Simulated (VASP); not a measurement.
# GaSb (I-4m2) in VASP: single point with r2SCAN

Aim: the single point of GaSb with r2SCAN.

Program: VASP 6.6.1. These are calculated values, not measurements. Logs are shortened: lines on timing, memory, paths and dates and some standing lists are left out, and cuts for length are marked.

### 1 The cell of the first run

The structure is tetragonal, space group I-4m2 (No. 119). The conventional cell has a = 4.206 Å, b = 4.206 Å, c = 6.284 Å, α = 90.00°, β = 90.00°, γ = 90.00°. Within 3.5 Å of Ga (site symmetry -4m2) lie 4 Sb at 2.62 Å. Within 3.5 Å of Sb (site symmetry -4m2) lie 4 Ga at 2.62 Å.

### 2 Single point, r2SCAN, non-collinear spin, zero start, spin-orbit coupling (epitaxial xy strain -3.0%)

The input, POSCAR:

```
GaSb
1.0
    0.0000000000      2.9739024340      3.1421730518
    2.9739024340      0.0000000000      3.1421730518
    2.9739024340      2.9739024340      0.0000000000
Ga Sb
1 1
Direct
    0.0000000000      0.0000000000      0.0000000000
    0.2500000000      0.2500000000      0.2500000000
```

The input, INCAR.step1:

```
ALGO     = Normal         # electronic algorithm
EDIFF    = 1E-4           # SCF threshold, eV
ENCUT    = 520            # plane-wave cutoff, eV
GGA      = PE             # functional
GGA_COMPAT= False        
ISMEAR   = -1             # smearing method
LASPH    = True           # aspherical terms in the spheres
LCHARG   = False          # write CHGCAR
LNONCOLLINEAR= True           # non-collinear magnetism
LREAL    = False          # projectors in reciprocal space
LSORBIT  = True           # spin-orbit coupling
LWAVE    = True           # write WAVECAR
MAGMOM   = 0 0 0 0 0 0    # initial moments
NBANDS   = 30             # bands
NELM     = 150            # most SCF steps
PREC     = Accurate       # precision mode
SIGMA    = 0.02           # smearing width, eV
```

The input, INCAR.step2:

```
ALGO     = Normal         # electronic algorithm
EDIFF    = 1E-7           # SCF threshold, eV
ENCUT    = 520            # plane-wave cutoff, eV
GGA_COMPAT= False        
ISIF     = 2              # what is computed and relaxed
ISMEAR   = -1             # smearing method
ISTART   = 1            
LASPH    = True           # aspherical terms in the spheres
LCHARG   = False          # write CHGCAR
LMIXTAU  = True         
LNONCOLLINEAR= True           # non-collinear magnetism
LORBIT   = 11             # projections on sites
LORBMOM  = True         
LREAL    = False          # projectors in reciprocal space
LSORBIT  = True           # spin-orbit coupling
LWAVE    = False          # write WAVECAR
MAGMOM   = 0 0 0 0 0 0    # initial moments
METAGGA  = R2SCAN         # meta-GGA
NBANDS   = 30             # bands
NELM     = 150            # most SCF steps
PREC     = Accurate       # precision mode
SIGMA    = 0.02           # smearing width, eV
```

The input, KPOINTS:

```
k-points
0
Gamma
  8 8 8
```

Potentials or basis: VASP PAW PBE potentials, release 64 (Ga_d, Sb).

The run is started by

```bash
$ cat potpaw_PBE.64/Ga_d/POTCAR potpaw_PBE.64/Sb/POTCAR > POTCAR
$ cp INCAR.step1 INCAR
$ mpirun -np 1 vasp_ncl > vasp.out
$ cp INCAR.step2 INCAR
$ mpirun -np 1 vasp_ncl > vasp.out
```

OUTCAR:

```text
EDIFF = 1E-7
   ENCUT = 520
   ISIF = 2
   ISMEAR = -1
   ISTART = 1
   LASPH = True
   LNONCOLLINEAR = True
   LORBIT = 11
   LREAL = False
   LSORBIT = True
   METAGGA = R2SCAN
   NELM = 150
   PREC = Accurate

 ion  position               nearest neighbor table
   1  0.000  0.000  0.000-   2 2.62   2 2.62   2 2.62   2 2.62
   2  0.250  0.250  0.250-   1 2.62   1 2.62   1 2.62   1 2.62

  LATTYP: Found a body centered tetragonal cell.
 ALAT       =     4.2057331553
 C/A-ratio  =     1.4942331982

  Lattice vectors:

 A1 = (  -2.9739024340,   0.0000000000,   3.1421730518)
 A2 = (   2.9739024340,   0.0000000000,   3.1421730518)
 A3 = (   0.0000000000,   2.9739024340,  -3.1421730518)

Analysis of symmetry for initial positions (statically):
=====================================================================
 Subroutine PRICEL returns:
 Original cell was already a primitive cell.

 Routine SETGRP: Setting up the symmetry group for a
 body centered tetragonal supercell.

 Subroutine GETGRP returns: Found  8 space group operations
 (whereof  8 operations were pure point group operations)
 out of a pool of 16 trial point group operations.

The static configuration has the point symmetry D_2d.

Analysis of symmetry for dynamics (positions and initial velocities):
=====================================================================
 Subroutine PRICEL returns:
 Original cell was already a primitive cell.

 Routine SETGRP: Setting up the symmetry group for a
 body centered tetragonal supercell.

 Subroutine GETGRP returns: Found  8 space group operations
 (whereof  8 operations were pure point group operations)
 out of a pool of 16 trial point group operations.

The dynamic configuration has the point symmetry D_2d.

Analysis of structural, dynamic, and magnetic symmetry:
=====================================================================
 Subroutine PRICEL returns:
 Original cell was already a primitive cell.

 Routine SETGRP: Setting up the symmetry group for a
 body centered tetragonal supercell.

 Subroutine GETGRP returns: Found  8 space group operations
 (whereof  8 operations were pure point group operations)
 out of a pool of 16 trial point group operations.

The overall configuration has the point symmetry D_2d.

 Subroutine INISYM returns: Found  8 space group operations
 (whereof  8 operations are pure point group operations),
 and found     1 'primitive' translations

----------------------------------------------------------------------------------------

                                     Primitive cell

  volume of cell :      55.5794

  direct lattice vectors                    reciprocal lattice vectors
     0.000000000  2.973902434  3.142173052    -0.168129255  0.168129255  0.159125545
     2.973902434  0.000000000  3.142173052     0.168129255 -0.168129255  0.159125545
     2.973902434  2.973902434  0.000000000     0.168129255  0.168129255 -0.159125545

  length of vectors
     4.326354952  4.326354952  4.205733155     0.286104582  0.286104582  0.286104582

  position of ions in fractional coordinates (direct lattice)
     0.000000000  0.000000000  0.000000000
     0.250000000  0.250000000  0.250000000

  ion indices of the primitive-cell ions
   primitive index   ion index
                 1           1
                 2           2

----------------------------------------------------------------------------------------

 KPOINTS: k-points

Automatic generation of k-mesh.
 Grid dimensions read from file:
 generate k-points for:    8    8    8

 Generating k-lattice:

  Cartesian coordinates                     Fractional coordinates (reciprocal lattice)
    -0.021016157  0.021016157  0.019890693     0.125000000 -0.000000000  0.000000000
     0.021016157 -0.021016157  0.019890693    -0.000000000  0.125000000  0.000000000
     0.021016157  0.021016157 -0.019890693     0.000000000  0.000000000  0.125000000
[... 89 lines left out ...]
  volume of cell :       55.58
 maximum number of plane-waves:      3022
   NGX = 17   NGY = 17   NGZ = 15

 number of electron      17.9999995 magnetization       0.0000000      0.0000000      0.0000000

 number of electron      17.9999995 magnetization       0.0000000     -0.0000000     -0.0000000

 number of electron      17.9999995 magnetization      -0.0000000      0.0000000      0.0000000

 Free energy of the ion-electron system (eV)
  ---------------------------------------------------
  ext. energy  EPLUGINS =         0.00000000
  ---------------------------------------------------
  free energy    TOTEN  =       -37.62969808 eV

  energy without entropy =      -37.62969725  energy(sigma->0) =      -37.62969766

 E-fermi :   5.4967     XC(G=0):  -9.8605

 val. band max:        5.3482748700   @ k =   0.0000   0.0000   0.0000
 cond. band min:       5.6506782232   @ k =   0.0000   0.0000   0.0000
 fundamental gap:      0.3024033533
 Fermi energy:         5.4966647305

 k-point     1 :       0.0000    0.0000    0.0000
  band No.  band energies     occupation
      1     -10.8187      1.00000
      2     -10.8187      1.00000
      3     -10.8140      1.00000
      4     -10.8140      1.00000
      5     -10.3814      1.00000
      6     -10.3814      1.00000
[... 781 lines left out ...]
     29      15.6924      0.00000
     30      15.7512      0.00000

 [... further k-points ...]
[... 5 lines left out ...]
  --------------------------------------------------------------------------------------
  -------------------------------------------------------------------------------------
  Total        1.1303681      1.1303681      0.0671844      0.0000000      0.0000000      0.0000000
  in kB       32.5849409     32.5849409      1.9367133      0.0000000      0.0000000      0.0000000
  external PRESSURE =      22.3688650 kB  Pullay stress =       0.0000000 kB

 VOLUME and BASIS-vectors are now :
 -----------------------------------------------------------------------------
  energy-cutoff  :      520.00
  volume of cell :       55.58
      direct lattice vectors                 reciprocal lattice vectors
     0.000000000  2.973902434  3.142173052    -0.168129255  0.168129255  0.159125545
     2.973902434  0.000000000  3.142173052     0.168129255 -0.168129255  0.159125545
     2.973902434  2.973902434  0.000000000     0.168129255  0.168129255 -0.159125545

 POSITION                                       TOTAL-FORCE (eV/Angst)
 -----------------------------------------------------------------------------------
      0.00000      0.00000      0.00000         0.000000     -0.000000     -0.000000
      1.48695      1.48695      1.57109        -0.000000      0.000000      0.000000
 -----------------------------------------------------------------------------------
    total drift:                               -0.000002     -0.000002      0.000000

  FREE ENERGIE OF THE ION-ELECTRON SYSTEM (eV)
  ---------------------------------------------------
  free  energy   TOTEN  =       -37.6296980801 eV

  energy  without entropy=      -37.6296972494  energy(sigma->0) =      -37.62969766

 orbital moment (x)

 # of ion     p       d       tot
 ----------------------------------------
  1         0.000   0.000   0.000
  2        -0.000  -0.000  -0.000
 ----------------------------------------
            0.000   0.000   0.000

 orbital moment (y)

 # of ion     p       d       tot
 ----------------------------------------
  1         0.000   0.000   0.000
  2         0.000   0.000   0.000
 ----------------------------------------
            0.000   0.000   0.000

 orbital moment (z)

 # of ion     p       d       tot
 ----------------------------------------
  1         0.000   0.000   0.000
  2         0.000   0.000   0.000
 ----------------------------------------
            0.000   0.000   0.000

 Spin-Orbit-Coupling matrix elements

 Ion:    1  E_soc:     -0.0121617
 l=   1
     0.0000000    -0.0012260    -0.0012510
    -0.0012260     0.0000000    -0.0012260
    -0.0012510    -0.0012260     0.0000000
 l=   2
     0.0000000    -0.0001514     0.0000000    -0.0001514    -0.0006436
    -0.0001514     0.0000000    -0.0004812    -0.0001497    -0.0001597
     0.0000000    -0.0004812     0.0000000    -0.0004812     0.0000000
    -0.0001514    -0.0001497    -0.0004812     0.0000000    -0.0001597
    -0.0006436    -0.0001597     0.0000000    -0.0001597     0.0000000
 l=   3
     0.0000000     0.0000000     0.0000000     0.0000000     0.0000000     0.0000000     0.0000000
     0.0000000     0.0000000     0.0000000     0.0000000     0.0000000     0.0000000     0.0000000
     0.0000000     0.0000000     0.0000000     0.0000000     0.0000000     0.0000000     0.0000000
     0.0000000     0.0000000     0.0000000     0.0000000     0.0000000     0.0000000     0.0000000
     0.0000000     0.0000000     0.0000000     0.0000000     0.0000000     0.0000000     0.0000000
     0.0000000     0.0000000     0.0000000     0.0000000     0.0000000     0.0000000     0.0000000
     0.0000000     0.0000000     0.0000000     0.0000000     0.0000000     0.0000000     0.0000000

 Ion:    2  E_soc:     -0.1145275
 l=   1
     0.0000000    -0.0188061    -0.0191874
    -0.0188061     0.0000000    -0.0188061
    -0.0191874    -0.0188061     0.0000000
 l=   2
     0.0000000    -0.0000593     0.0000000    -0.0000593    -0.0000916
    -0.0000593     0.0000000    -0.0000720    -0.0000651    -0.0000224
     0.0000000    -0.0000720     0.0000000    -0.0000720     0.0000000
    -0.0000593    -0.0000651    -0.0000720     0.0000000    -0.0000224
    -0.0000916    -0.0000224     0.0000000    -0.0000224     0.0000000
 l=   3
     0.0000000     0.0000000     0.0000000     0.0000000     0.0000000     0.0000000     0.0000000
     0.0000000     0.0000000     0.0000000     0.0000000     0.0000000     0.0000000     0.0000000
     0.0000000     0.0000000     0.0000000     0.0000000     0.0000000     0.0000000     0.0000000
     0.0000000     0.0000000     0.0000000     0.0000000     0.0000000     0.0000000     0.0000000
     0.0000000     0.0000000     0.0000000     0.0000000     0.0000000     0.0000000     0.0000000
     0.0000000     0.0000000     0.0000000     0.0000000     0.0000000     0.0000000     0.0000000
     0.0000000     0.0000000     0.0000000     0.0000000     0.0000000     0.0000000     0.0000000

 total charge

# of ion       s       p       d       tot
------------------------------------------
    1        0.875   0.795   9.968  11.638
    2        1.102   1.380   0.031   2.513
--------------------------------------------------
tot          1.977   2.175   9.999  14.151

 magnetization (x)

# of ion       s       p       d       tot
------------------------------------------
    1        0.000   0.000   0.000   0.000
    2        0.000   0.000   0.000   0.000
--------------------------------------------------
tot          0.000   0.000   0.000   0.000

 magnetization (y)

# of ion       s       p       d       tot
------------------------------------------
    1        0.000   0.000   0.000   0.000
    2       -0.000   0.000  -0.000  -0.000
--------------------------------------------------
tot         -0.000   0.000  -0.000  -0.000

 magnetization (z)

# of ion       s       p       d       tot
------------------------------------------
    1        0.000   0.000   0.000   0.000
    2        0.000   0.000  -0.000  -0.000
--------------------------------------------------
tot          0.000   0.000  -0.000   0.000
```

It took 18 min on 1 thread of AMD EPYC 9R45 (Zen 5), shared host; peak memory 0.47 GiB.

What came out:

```
Free energy                                           : -37.6297 eV
Pressure                                              : 2.2 GPa
Net moment                                            : 0.00 μB per cell
Valence electrons inside the program's atomic spheres : Ga 11.64; Sb 2.51
```

Moments on the atoms (μB; x, y, z):
```
Ga  0.00 0.00 0.00
Sb  0.00 0.00 0.00
```

Caveat: the cell differs from its parent crystal (epitaxial xy strain -3.0%); the PAW data sets were made with another functional, which shifts forces and pressure a little.
